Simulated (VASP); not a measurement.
# TiB2 (P6/mmm) in VASP: notebook

Runs on TiB2. Level: PBE. Tasks: single point.

All numbers are computed with VASP 6.6.1; they aren't measurements. Logs are shortened: lines on timing, memory, paths and dates and some standing lists are left out, and cuts for length are marked.

## Step 1: The cell of the first run

It takes space group P6/mmm (No. 191, hexagonal). Conventional cell: a = 2.938 Å, b = 2.938 Å, c = 3.228 Å, α = 90.00°, β = 90.00°, γ = 120.00°. Within 3.1 Å of Ti (site symmetry 6/mmm) lie 12 B at 2.34 Å and 6 Ti at 2.94 Å. Within 2.3 Å of B (site symmetry -6m2) lie 3 B at 1.70 Å.

## Step 2: Single point, PBE (equal xx and yy strain of -3 %)

INCAR

```
ALGO = Normal ; EDIFF = 1E-6
ENCUT = 520 ; GGA = PE
ISIF = 2 ; ISMEAR = -1
LASPH = T ; LCHARG = F
LREAL = F ; LWAVE = F
NBANDS = 16 ; NELM = 80
PREC = Accurate ; SIGMA = 0.08
```

KPOINTS

```
k-points
0
Gamma
  15 15 13
```

POSCAR

```
TiB2
1.0
    2.9383222556      0.0000000000      0.0000000000
   -1.4691611278      2.5446617178      0.0000000000
    0.0000000000      0.0000000000      3.2284000000
Ti B
1 2
Direct
    0.0000000000      0.0000000000      0.0000000000
    0.3333333333      0.6666666667      0.5000000000
    0.6666666667      0.3333333333      0.5000000000
```

Potentials or basis: VASP PAW PBE potentials, release 64 (Ti_sv, B).

The run is started by

```bash
$ cat potpaw_PBE.64/Ti_sv/POTCAR potpaw_PBE.64/B/POTCAR > POTCAR
$ mpirun -np 1 vasp_std > vasp.out
```

OUTCAR:

```text
EDIFF = 1E-6
   ENCUT = 520
   GGA = PE
   ISIF = 2
   ISMEAR = -1
   LASPH = T
   LREAL = F
   NELM = 80
   PREC = Accurate

 ion  position               nearest neighbor table
   1  0.000  0.000  0.000-   2 2.34   3 2.34   2 2.34   3 2.34   2 2.34   2 2.34   3 2.34   3 2.34
                             3 2.34   3 2.34   2 2.34   2 2.34
   2  0.333  0.667  0.500-   3 1.70   3 1.70   3 1.70   1 2.34   1 2.34   1 2.34   1 2.34   1 2.34
                             1 2.34
   3  0.667  0.333  0.500-   2 1.70   2 1.70   2 1.70   1 2.34   1 2.34   1 2.34   1 2.34   1 2.34
                             1 2.34

  LATTYP: Found a hexagonal cell.
 ALAT       =     2.9383222556
 C/A-ratio  =     1.0987222364

  Lattice vectors:

 A1 = (   2.9383222556,   0.0000000000,   0.0000000000)
 A2 = (  -1.4691611278,   2.5446617178,   0.0000000000)
 A3 = (   0.0000000000,   0.0000000000,   3.2284000000)

Analysis of symmetry for initial positions (statically):
=====================================================================
 Subroutine PRICEL returns:
 Original cell was already a primitive cell.

 Routine SETGRP: Setting up the symmetry group for a
 hexagonal supercell.

 Subroutine GETGRP returns: Found 24 space group operations
 (whereof 24 operations were pure point group operations)
 out of a pool of 24 trial point group operations.

The static configuration has the point symmetry D_6h.

Analysis of symmetry for dynamics (positions and initial velocities):
=====================================================================
 Subroutine PRICEL returns:
 Original cell was already a primitive cell.

 Routine SETGRP: Setting up the symmetry group for a
 hexagonal supercell.

 Subroutine GETGRP returns: Found 24 space group operations
 (whereof 24 operations were pure point group operations)
 out of a pool of 24 trial point group operations.

The dynamic configuration has the point symmetry D_6h.

 Subroutine INISYM returns: Found 24 space group operations
 (whereof 24 operations are pure point group operations),
 and found     1 'primitive' translations

----------------------------------------------------------------------------------------

                                     Primitive cell

  volume of cell :      24.1389

  direct lattice vectors                    reciprocal lattice vectors
     2.938322256  0.000000000  0.000000000     0.340330268  0.196489772  0.000000000
[... 83 lines left out ...]
   LNONCOLLINEAR =      F non collinear calculations
   LSORBIT =      F    spin-orbit coupling
   LASPH  =      T    aspherical Exc in radial PAW
   ENCUT  =  520.0 eV  38.22 Ry    6.18 a.u.   5.46  5.46  6.00*2*pi/ulx,y,z
   NELM   =     80;   NELMIN=  2; NELMDL= -5     # of ELM steps
   EDIFF  = 0.1E-05   stopping-criterion for ELM
   LREAL  =      F    real-space projection
   EDIFFG = 0.1E-04   stopping-criterion for IOM
   NSW    =      0    number of steps for IOM
   IBRION =     -1    ionic relax: 0-MD 1-quasi-New 2-CG
   NFREE  =      0    steps in history (QN), initial steepest desc. (CG)
   ISIF   =      2    stress and relaxation
   ISYM   =      2    0-nonsym 1-usesym 2-fastsym
   POTIM  = 0.5000    time-step for ionic-motion
   TEBEG  =    0.0;   TEEND  =   0.0 temperature during run
   PSTRESS=    0.0 pullay stress
   NELECT =      18.0000    total number of electrons
   NUPDOWN=      -1.0000    fix difference up-down
   EMIN   =  10.00;   EMAX   =-10.00  energy-range for DOS
   EFERMI =   0.00;   METHOD = LEGACY
   ISMEAR =    -1;   SIGMA  =   0.08  broadening in eV -4-tet -1-fermi 0-gaus
   EFERMI_NEDOS =   21; number of points for ismear=-14 and -15
   IALGO  =     38    algorithm
   IMIX   =      4    mixing-type and parameters
     AMIX     =   0.40;   BMIX     =  1.00
     AMIX_MAG =   1.60;   BMIX_MAG =  1.00
  volume/ion in A,a.u.               =       8.05        54.30
  Fermi-wavevector in a.u.,A,eV,Ry     =   1.484545  2.805383 29.985528  2.203874
  Thomas-Fermi vector in A             =   2.598068
   LORBIT       =      0    0 simple, 1 ext, 2 COOP (PROOUT), +10 PAW based schemes
   GGA     = PE    functional components
   LHFCALC =     F    Hartree Fock is set to
   AEXX    =    0.0000 exact exchange contribution
   IVDW    =     0    specifies the selected vdW correction
   LEPSILON=     F    determine dielectric tensor
   LRPA    =     F    only Hartree local field effects (RPA)
 non-spin polarized calculation
  energy-cutoff  :      520.00
  volume of cell :       24.14
 maximum number of plane-waves:       672
 NGX is ok and might be reduce to    24
   NGX = 11   NGY = 11   NGZ = 13

 number of electron      17.9999999 magnetization

 Free energy of the ion-electron system (eV)
  ---------------------------------------------------
  ext. energy  EPLUGINS =         0.00000000
  ---------------------------------------------------
  free energy    TOTEN  =       -24.31321158 eV

  energy without entropy =      -24.30617986  energy(sigma->0) =      -24.30969572

 E-fermi :  10.6993     XC(G=0): -13.0577

 val. band max:       10.6658985319   @ k =   0.0667   0.0667   0.3846
 cond. band min:      10.7199106798   @ k =   0.0000   0.0000   0.4615
 fundamental gap:      0.0540121480
 Fermi energy:        10.6992790827

 k-point     1 :       0.0000    0.0000    0.0000
  band No.  band energies     occupation
      1     -46.1797      2.00000
      2     -22.5722      2.00000
      3     -22.1523      2.00000
      4     -22.1523      2.00000
      5      -3.2134      2.00000
      6       7.9740      2.00000
[... 433 lines left out ...]
      3     -22.4678      2.00000
      4     -22.3949      2.00000
      5       1.6332      2.00000
      6       1.7034      2.00000
[... 8 lines left out ...]
     15      19.8075      0.00000
     16      21.5069      0.00000

 [... further k-points ...]
[... 5 lines left out ...]
  --------------------------------------------------------------------------------------
  -------------------------------------------------------------------------------------
  Total        3.8592134      3.8592134      1.0403866      0.0000000     -0.0000000      0.0000000
  in kB      256.1489395    256.1489394     69.0539459      0.0000000     -0.0000000      0.0000000
  external PRESSURE =     193.7839416 kB  Pullay stress =       0.0000000 kB

 VOLUME and BASIS-vectors are now :
 -----------------------------------------------------------------------------
  energy-cutoff  :      520.00
  volume of cell :       24.14
      direct lattice vectors                 reciprocal lattice vectors
     2.938322256  0.000000000  0.000000000     0.340330268  0.196489772  0.000000000
    -1.469161128  2.544661718  0.000000000     0.000000000  0.392979543  0.000000000
     0.000000000  0.000000000  3.228400000     0.000000000  0.000000000  0.309750960

 POSITION                                       TOTAL-FORCE (eV/Angst)
 -----------------------------------------------------------------------------------
      0.00000      0.00000      0.00000        -0.000000      0.000000      0.000000
     -0.00000      1.69644      1.61420        -0.000000      0.000000      0.000000
      1.46916      0.84822      1.61420         0.000000     -0.000000      0.000000
 -----------------------------------------------------------------------------------
    total drift:                               -0.000000      0.000000      0.000000

  FREE ENERGIE OF THE ION-ELECTRON SYSTEM (eV)
  ---------------------------------------------------
  free  energy   TOTEN  =       -24.3132115847 eV

  energy  without entropy=      -24.3061798635  energy(sigma->0) =      -24.30969572
```

OSZICAR:

```text
N       E                     dE             d eps       ncg     rms          rms(c)
DAV:   1     0.123929377917E+03    0.12393E+03   -0.89977E+03  6048   0.129E+03
DAV:   2    -0.227607054759E+02   -0.14669E+03   -0.14148E+03  6584   0.348E+02
DAV:   3    -0.296237116391E+02   -0.68630E+01   -0.68114E+01  8496   0.737E+01
DAV:   4    -0.297861368056E+02   -0.16243E+00   -0.16231E+00  7496   0.101E+01
DAV:   5    -0.297904611990E+02   -0.43244E-02   -0.43241E-02  8520   0.136E+00    0.179E+01
DAV:   6    -0.243066558248E+02    0.54838E+01   -0.20728E+01  8736   0.503E+01    0.413E+00
DAV:   7    -0.243077402044E+02   -0.10844E-02   -0.10313E+00  6480   0.115E+01    0.373E+00
DAV:   8    -0.243131602593E+02   -0.54201E-02   -0.77460E-02  9720   0.230E+00    0.846E-01
DAV:   9    -0.243135880800E+02   -0.42782E-03   -0.26469E-02  7528   0.212E+00    0.244E-01
DAV:  10    -0.243132381086E+02    0.34997E-03   -0.28766E-03  8192   0.669E-01    0.811E-02
DAV:  11    -0.243132189643E+02    0.19144E-04   -0.29815E-04  8256   0.180E-01    0.640E-02
DAV:  12    -0.243132117329E+02    0.72314E-05   -0.44666E-05  8216   0.802E-02    0.846E-03
DAV:  13    -0.243132115847E+02    0.14826E-06   -0.23229E-06  7008   0.148E-02
   1 F= -.24313212E+02 E0= -.24309696E+02  d E =-.703172E-02
```

stdout:

```text
POSCAR found type information on POSCAR TiB
 POSCAR found :  2 types and       3 ions
 scaLAPACK will be used
 LDA part: xc-table for (Slater+PW92), standard interpolation
 POSCAR, INCAR and KPOINTS ok, starting setup
 FFT: planning ... GRIDC
 FFT: planning ... GRID_SOFT
 FFT: planning ... GRID
 WAVECAR not read
 entering main loop
```

Wall time 47 s (1 thread of AMD EPYC 9R14 (Zen 4), shared host); peak memory 0.16 GiB.

Results:

| Property | Result |
| --- | --- |
| Free energy | -24.3132 eV |
| Pressure | 19.4 GPa |
| Band gap on the k mesh | zero (band 9 reaches 11.18 eV, above the bottom of band 10 at 10.58 eV) |

Caveat: the cell differs from its parent crystal (equal xx and yy strain of -3 %).

## Step 3: Single point, PBE (equal xx and yy strain of -1 %)

INCAR

```
SYSTEM = TiB2
PREC     = Accurate       ! precision mode
ENCUT    = 520            ! plane-wave cutoff, eV
EDIFF    = 1E-7           ! SCF threshold, eV
ISMEAR   = -1             ! smearing method
SIGMA    = 0.08           ! smearing width, eV
LREAL    = .FALSE.        ! projectors in reciprocal space
LASPH    = .TRUE.         ! aspherical terms in the spheres
NELM     = 100            ! most SCF steps
ALGO     = Normal         ! electronic algorithm
ISIF     = 2              ! what is computed and relaxed
LWAVE    = .FALSE.        ! write WAVECAR
LCHARG   = .FALSE.        ! write CHGCAR
GGA      = PE             ! functional
NBANDS   = 16             ! bands
```

KPOINTS

```
regular mesh
0
G
  15 15 13
  0 0 0
```

POSCAR

```
TiB2
1.0
    2.9989062196      0.0000000000      0.0000000000
   -1.4994531098      2.5971289697      0.0000000000
    0.0000000000      0.0000000000      3.2284000000
Ti B
1 2
Direct
    0.0000000000      0.0000000000      0.0000000000
    0.3333333333      0.6666666667      0.5000000000
    0.6666666667      0.3333333333      0.5000000000
```

Potentials or basis: VASP PAW PBE potentials, release 64 (Ti_sv, B).

The run is started by

```bash
$ cat potpaw_PBE.64/Ti_sv/POTCAR potpaw_PBE.64/B/POTCAR > POTCAR
$ mpirun -np 1 vasp_std > vasp.out
```

OUTCAR:

```text
SYSTEM = TiB2
   PREC = Accurate
   ENCUT = 520
   EDIFF = 1E-7
   ISMEAR = -1
   LREAL = .FALSE.
   LASPH = .TRUE.
   NELM = 100
   ISIF = 2
   GGA = PE

 ion  position               nearest neighbor table
   1  0.000  0.000  0.000-   2 2.37   3 2.37   2 2.37   3 2.37   2 2.37   2 2.37   3 2.37   3 2.37
                             3 2.37   3 2.37   2 2.37   2 2.37
   2  0.333  0.667  0.500-   3 1.73   3 1.73   3 1.73   1 2.37   1 2.37   1 2.37   1 2.37   1 2.37
                             1 2.37
   3  0.667  0.333  0.500-   2 1.73   2 1.73   2 1.73   1 2.37   1 2.37   1 2.37   1 2.37   1 2.37
                             1 2.37

  LATTYP: Found a hexagonal cell.
[... 654 lines left out ...]
  --------------------------------------------------------------------------------------
  -------------------------------------------------------------------------------------
  Total        1.3067665      1.3067665      0.2991274      0.0000000      0.0000000      0.0000000
  in kB       83.2654484     83.2654484     19.0600076      0.0000000      0.0000000      0.0000000
  external PRESSURE =      61.8636348 kB  Pullay stress =       0.0000000 kB

 VOLUME and BASIS-vectors are now :
 -----------------------------------------------------------------------------
  energy-cutoff  :      520.00
  volume of cell :       25.14
      direct lattice vectors                 reciprocal lattice vectors
     2.998906220  0.000000000  0.000000000     0.333454909  0.192520281  0.000000000
    -1.499453110  2.597128970  0.000000000     0.000000000  0.385040563  0.000000000
     0.000000000  0.000000000  3.228400000     0.000000000  0.000000000  0.309750960

 POSITION                                       TOTAL-FORCE (eV/Angst)
 -----------------------------------------------------------------------------------
      0.00000      0.00000      0.00000        -0.000000      0.000000      0.000000
     -0.00000      1.73142      1.61420         0.000000     -0.000000      0.000000
      1.49945      0.86571      1.61420        -0.000000      0.000000      0.000000
 -----------------------------------------------------------------------------------
    total drift:                               -0.000000      0.000000      0.000000

  FREE ENERGIE OF THE ION-ELECTRON SYSTEM (eV)
  ---------------------------------------------------
  free  energy   TOTEN  =       -24.4183991056 eV

  energy  without entropy=      -24.4106259909  energy(sigma->0) =      -24.41451255
```

stdout:

```text
POSCAR found type information on POSCAR TiB
 POSCAR found :  2 types and       3 ions
 scaLAPACK will be used
 LDA part: xc-table for (Slater+PW92), standard interpolation
 POSCAR, INCAR and KPOINTS ok, starting setup
 FFT: planning ... GRIDC
 FFT: planning ... GRID_SOFT
 FFT: planning ... GRID
 WAVECAR not read
 entering main loop
```

Wall time 46 s (1 thread of AMD EPYC 9R14 (Zen 4), shared host); peak memory 0.16 GiB.

What came out:

| Property | Result |
| --- | --- |
| Free energy | -24.4184 eV |
| Pressure | 6.2 GPa |
| Band gap on the k mesh | zero (band 9 reaches 10.59 eV, above the bottom of band 10 at 10.12 eV) |

Stress tensor (GPa, compression positive):
```
8.33 0.00 0.00
0.00 8.33 0.00
0.00 0.00 1.91
```

Caveat: the cell differs from its parent crystal (equal xx and yy strain of -1 %).

## Step 4: Single point, PBE (equal xx and yy strain of +2 %)

INCAR

```
SYSTEM = TiB2
PREC     = Accurate       ! precision mode
ENCUT    = 520            ! plane-wave cutoff, eV
EDIFF    = 1E-7           ! SCF threshold, eV
ISMEAR   = -1             ! smearing method
SIGMA    = 0.08           ! smearing width, eV
LREAL    = .False.        ! projectors in reciprocal space
LASPH    = .True.         ! aspherical terms in the spheres
NELM     = 60             ! most SCF steps
ALGO     = Normal         ! electronic algorithm
ISIF     = 2              ! what is computed and relaxed
LWAVE    = .False.        ! write WAVECAR
LCHARG   = .False.        ! write CHGCAR
GGA      = PE             ! functional
NBANDS   = 16             ! bands
```

KPOINTS

```
regular mesh
0
Gamma
  15 15 13
  0 0 0
```

POSCAR

```
TiB2
1.0
    3.0897821656      0.0000000000      0.0000000000
   -1.5448910828      2.6758298476      0.0000000000
    0.0000000000      0.0000000000      3.2284000000
Ti B
1 2
Direct
    0.0000000000      0.0000000000      0.0000000000
    0.3333333333      0.6666666667      0.5000000000
    0.6666666667      0.3333333333      0.5000000000
```

The run is started by

```bash
$ cat potpaw_PBE.64/Ti_sv/POTCAR potpaw_PBE.64/B/POTCAR > POTCAR
$ mpirun -np 1 vasp_std > vasp.out
```

Wall time 47 s (1 thread of AMD EPYC 9R14 (Zen 4), shared host); peak memory 0.17 GiB.

It converged, with:

| Quantity | Value |
| --- | --- |
| Free energy | -24.3943 eV |
| Pressure | -9.6 GPa |
| Band gap on the k mesh | zero (band 9 reaches 9.92 eV, above the bottom of band 10 at 9.30 eV) |

Stress tensor (GPa, compression positive):
```
-12.47   0.00   0.00
  0.00 -12.47   0.00
  0.00   0.00  -3.96
```

Levels at points of the mesh, in eV from the Fermi level:
| k point | band 7 | band 8 | band 9 | band 10 | band 11 | band 12 |
| --- | --- | --- | --- | --- | --- | --- |
| (0.00, 0.00, 0.00) | -2.65 | -2.09 | -1.97 | 1.79 | 1.79 | 3.58 |

Caveat: the cell differs from its parent crystal (equal xx and yy strain of +2 %).

## Step 5: Single point, PBE (zz strain of -3 %)

INCAR

```
PREC = Accurate
ENCUT = 520
EDIFF = 1E-6
ISMEAR = -1
SIGMA = 0.08
LREAL = F
LASPH = T
NELM = 60
ALGO = Normal
ISIF = 2
LWAVE = F
LCHARG = T
GGA = PE
LELF = T
LVHAR = T
NBANDS = 16
```

KPOINTS

```
Automatic mesh
0
Gamma
  15 15 13
```

POSCAR

```
TiB2
1.0
    3.0291982016      0.0000000000      0.0000000000
   -1.5145991008      2.6233625957      0.0000000000
    0.0000000000      0.0000000000      3.1315480000
Ti B
1 2
Direct
    0.0000000000      0.0000000000      0.0000000000
    0.3333333333      0.6666666667      0.5000000000
    0.6666666667      0.3333333333      0.5000000000
```

The run is started by

```bash
$ cat potpaw_PBE.64/Ti_sv/POTCAR potpaw_PBE.64/B/POTCAR > POTCAR
$ mpirun -np 1 vasp_std > vasp.out
```

Run time: 2.2 min. Hardware: 1 thread of AMD EPYC 7R13, shared host; peak memory 0.17 GiB.

Results (log left out):

| Item | Value |
| --- | --- |
| Free energy | -24.3994 eV |
| Pressure | 7.7 GPa |
| Band gap on the k mesh | zero (band 9 reaches 10.82 eV, above the bottom of band 10 at 9.98 eV) |

Stress tensor (GPa, compression positive):
```
 4.33  0.00  0.00
 0.00  4.33  0.00
 0.00  0.00 14.49
```

Levels at points of the mesh, in eV from the Fermi level:
```
           k point  band 6  band 7  band 8  band 9  band 10  band 11  band 12  band 13
(0.00, 0.00, 0.00)   -2.88   -2.88   -2.12   -1.98     2.00     2.00     3.99     3.99
```

Caveat: the cell differs from its parent crystal (zz strain of -3 %).

## Step 6: Overview

```tsv
cell	gap on the mesh (eV)	pressure (GPa)
a = 2.938, b = 2.938, c = 3.228 Å, angles 90.0, 90.0, 120.0°, 3 atoms	none	19.4
a = 2.999, b = 2.999, c = 3.228 Å, angles 90.0, 90.0, 120.0°, 3 atoms	none	6.2
a = 3.090, b = 3.090, c = 3.228 Å, angles 90.0, 90.0, 120.0°, 3 atoms	none	-9.6
a = 3.029, b = 3.029, c = 3.132 Å, angles 90.0, 90.0, 120.0°, 3 atoms	none	7.7
```

Alike in all rows: task single point; level PBE; potentials or basis VASP PAW PBE potentials, release 64 (Ti_sv, B); no spin polarisation; k mesh 15 × 15 × 13; cutoff (eV) 520; smearing fermi-dirac 0.08 eV.

Absolute energies hang on the potentials; compare differences alone.
